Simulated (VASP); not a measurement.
Input of a VASP 6.6.1 run:

POSCAR

```
AlAs
1.0
    0.0000000000      2.8114034545      2.8114034545
    2.8114034545      0.0000000000      2.8114034545
    2.8114034545      2.8114034545      0.0000000000
Al As
1 1
Direct
    0.0000000000      0.0000000000      0.0000000000
    0.2500000000      0.2500000000      0.2500000000
```

INCAR.step1

```
SYSTEM = AlAs
PREC = Accurate ; ENCUT = 550
ISMEAR = 0 ; SIGMA = 0.01
LREAL = .False. ; LASPH = .True.
NELM = 120 ; NBANDS = 11
GGA = PE ; ALGO = Normal
EDIFF = 1E-5 ; LWAVE = .True.
LCHARG = .False. ; GGA_COMPAT = .False.
```

File INCAR.step2:

```
SYSTEM = AlAs
PREC = Accurate ; ENCUT = 550
EDIFF = 1E-6 ; ISMEAR = 0
SIGMA = 0.01 ; LREAL = .False.
LASPH = .True. ; NELM = 120
ALGO = Normal ; ISIF = 2
LWAVE = .False. ; LCHARG = .False.
METAGGA = R2SCAN ; LMIXTAU = .True.
NBANDS = 11 ; ISTART = 1
GGA_COMPAT = .False.
```

The input KPOINTS:

```
Automatic mesh
0
Gamma
  6 6 6
  0 0 0
```

Potentials or basis: VASP PAW PBE potentials, release 64 (Al, As).

Run with:

```sh
$ cat potpaw_PBE.64/Al/POTCAR potpaw_PBE.64/As/POTCAR > POTCAR
$ cp INCAR.step1 INCAR
$ mpirun -np 1 vasp_std > vasp.out
$ cp INCAR.step2 INCAR
$ mpirun -np 1 vasp_std > vasp.out
```

Question: Estimate the pressure.

Answer: 2.4 GPa.

Question: Estimate the band gap on the k mesh.

Answer: 1.76 eV, indirect (least direct gap 2.88 eV).

Caveat: the PAW data sets were made with another functional, which shifts forces and pressure a little. A k mesh can miss the band edges.
